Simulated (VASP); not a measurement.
BN:

```
B N
1.0
     1.25112    0.72234    3.37293
    -1.25112    0.72234    3.37293
     0.00000   -1.44467    3.37293
B N
1 1
Direct
  0.99967 0.99967 0.99967
  0.33276 0.33276 0.33276
```

Base run:

- Program: VASP 6.6.1
- Functional: PBEsol
- Potentials or basis: VASP PAW PBE potentials, release 64 (B, N)
- Cutoff: 520 eV
- k mesh: 10 × 10 × 10
- Occupations: gaussian, width 0.01 eV
- Spin: no spin polarisation

Its results: band gap on the k mesh 4.14 eV, indirect (least direct gap 4.83 eV); pressure 1.0 GPa.

Problem. The run is repeated on the same cell with these changes: functional from PBEsol to r2SCAN. What comes out?

Solution. Band gap on the k mesh 4.80 eV, indirect (least direct gap 5.60 eV); pressure 0.1 GPa.

r2SCAN gives the wider gap, since meta-GGAs in the generalised Kohn-Sham scheme recover part of the derivative discontinuity.

Caveats: the PAW data sets were made with another functional, which shifts forces and pressure a little.

A k mesh can miss the band edges.
